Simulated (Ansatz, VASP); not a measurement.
## BN: VASP beside Ansatz

```
B N
1.0
     0.00000    1.95734    1.73985
     1.95734    0.00000    1.73985
     1.95734    1.95734    0.00000
B N
1 1
Cartesian
  0.0000 0.0000 0.0000
  2.9360 2.9360 2.6098
```

Change from the starting cell: strain +0.080 along x and y, -0.040 along z, atoms carried along.

Alike in both runs: task single point; functional PBE; k mesh 12 × 12 × 12; occupations gaussian, width 0.05 eV; no spin polarisation.

|  | VASP | Ansatz |
| --- | --- | --- |
| version | VASP 6.6.1 | Ansatz 0.2.0 |
| potentials or method | VASP PAW PBE potentials, release 64 (B, N), cutoff 600 eV | scalar-relativistic, plane waves, PAW |
| valence electrons in the cell | 8 | 8 |

```tsv
	VASP	Ansatz	Ansatz less VASP
gap on the k mesh at the Fermi level (eV)	2.69	2.70	+0.009
least direct gap on the mesh (eV)	7.23	7.24	+0.008
pressure (GPa)	-34.4	-34.1	+0.27
traceless stress, the component that is largest in VASP (GPa)	36.50	36.47	-0.030
```

Both programs put the cell under strong tension, so it lies far from rest at this level. With one functional, cell and mesh, what is left measures potentials, basis and numerics.

Noted on VASP's run: the cell as given lies far from equilibrium.
